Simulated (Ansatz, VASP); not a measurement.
**One calculation of Zn, two programs**

```
Zn
1.0
     2.64533    0.00000    0.00000
    -1.32266    2.29092    0.00000
     0.00000    0.00000    5.02585
Zn
2
Direct
  0.33333 0.66667 0.25000
  0.66667 0.33333 0.75000
```

Alike in both runs: functional PBE; k mesh 27 × 27 × 12; occupations gaussian, width 0.03 eV; no spin polarisation.

Ansatz relaxed the structure, and its values are those at the end. VASP's run is a single point on that final structure, the one shown.

|  | VASP | Ansatz |
| --- | --- | --- |
| version | VASP 6.6.1 | Ansatz 0.2.0 |
| potentials or method | VASP PAW PBE potentials, release 64 (Zn), cutoff 500 eV | scalar-relativistic, plane waves, PAW |
| valence electrons in the cell | 24 | 24 |

|  | VASP | Ansatz | Ansatz less VASP |
| --- | --- | --- | --- |
| gap on the k mesh at the Fermi level (eV) | none | none | - |
| pressure (GPa) | 0.3 | 0.0 | -0.33 |

A gap of «none» marks a metal or a gap that the smearing closes. The functional is the same, so the differences come from potentials, cutoffs and numerics.
